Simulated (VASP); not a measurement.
## GaN: single point with PBEsol

The system is GaN.

```
Ga N
1.0
     0.02107    2.25350    2.25350
     2.25350    0.02107    2.25350
     2.27457    2.27457    0.00000
Ga N
1 1
Direct
  0.00000 0.00000 0.00000
  0.75000 0.75000 0.75000
```

This cell differs from its parent crystal: strain +0.0187 x Voigt [0, 0, 0, 0, 0, 1].

| Property | Result |
| --- | --- |
| Program | VASP 6.6.1 |
| Task | single point |
| Functional | PBEsol |
| Potentials or basis | VASP PAW PBE potentials, release 64 (Ga_d, N) |
| Cutoff | 520 eV |
| k mesh | 10 × 10 × 10 |
| Occupations | gaussian, width 0.05 eV |
| Spin | no spin polarisation |
| Dipole correction | no |
| Further INCAR settings | ALGO = Normal; EDIFF = 1e-06; NBANDS = 16 |

The pressure is -1.2 GPa and the largest force is 0.148 eV/Å. The band gap on the k mesh is 1.64 eV, direct.

Forces in eV/Å, atoms in the order of the input:
```
Ga   0.000  0.000 -0.148
N    0.000  0.000  0.148
```

Stress tensor (GPa, compression positive):
```
-1.20 -3.52  0.00
-3.52 -1.20  0.00
 0.00  0.00 -1.25
```

Levels at points of the mesh, in eV from the valence-band top:
| k point | band 7 | band 8 | band 9 | band 10 | band 11 | band 12 |
| --- | --- | --- | --- | --- | --- | --- |
| (0.00, 0.00, 0.00) | -0.07 | -0.04 | 0.00 | 1.64 | 9.94 | 10.18 |
| (0.50, 0.00, 0.00) | -7.14 | -1.06 | -1.05 | 4.45 | 8.63 | 10.05 |
| (0.50, 0.50, 0.00) | -6.22 | -2.89 | -2.66 | 3.17 | 6.54 | 11.54 |
| (0.00, 0.00, 0.50) | -7.16 | -0.98 | -0.97 | 4.60 | 8.55 | 10.23 |
| (0.50, 0.00, 0.50) | -6.22 | -2.77 | -2.77 | 3.19 | 6.52 | 11.52 |

Run time: 74 s on 1 thread of Intel Xeon 8259CL, with other jobs on the host, peak memory 0.18 GiB.

Caveat: the cell differs from its parent crystal (strain +0.0187 x Voigt [0, 0, 0, 0, 0, 1]); the PAW data sets were made with another functional, which shifts forces and pressure a little.
